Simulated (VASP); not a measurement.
Wanted: the native input for a VASP 6.6.1 run.

| Item | Value |
| --- | --- |
| Task | single point |
| Functional | LDA |
| Potentials or basis | VASP PAW LDA potentials, release 64 (Mg, Se) |
| Cutoff | 600 eV |
| k mesh | 8 × 8 × 8 |
| Occupations | gaussian, width 0.05 eV |
| Spin | no spin polarisation |
| Dipole correction | no |
| Further INCAR settings | ALGO = Normal; EDIFF = 1e-06; NBANDS = 11 |

The structure of MgSe lies in POSCAR:

```
MgSe
1.0
    0.0000000000      2.6573625000      2.5892250000
    2.6573625000      0.0000000000      2.5892250000
    2.6573625000      2.6573625000      0.0000000000
Mg Se
1 1
Direct
    0.0000000000      0.0000000000      0.0000000000
    0.5000000000      0.5000000000      0.5000000000
```

This cell differs from its parent crystal: strain -0.025 along x and y, -0.050 along z.

One way to write it, as run:

INCAR

```
  PREC = Accurate
  ENCUT = 600
  EDIFF = 1E-6
  ISMEAR = 0
  SIGMA = 0.05
  LREAL = F
  LASPH = T
  NELM = 120
  ALGO = Normal
  ISIF = 2
  LWAVE = F
  LCHARG = T
  GGA = CA
  LELF = T
  LVHAR = T
  NBANDS = 11
  GGA_COMPAT = F
```

KPOINTS

```
Automatic mesh
0
Gamma
  8 8 8
```

Potentials or basis: VASP PAW LDA potentials, release 64 (Mg, Se).

The run is started by

```console
$ cat potpaw_LDA.64/Mg/POTCAR potpaw_LDA.64/Se/POTCAR > POTCAR
$ mpirun -np 1 vasp_std > vasp.out
```

It gave:

```
Pressure               : 5.3 GPa
Band gap on the k mesh : 1.68 eV (least direct gap 3.09 eV)
```

Caveat: the cell differs from its parent crystal (strain -0.025 along x and y, -0.050 along z); the cell stands under pressure.

Wall time 47 s on 1 thread of Intel Xeon 8259CL, on a shared host, peak memory 0.17 GiB.
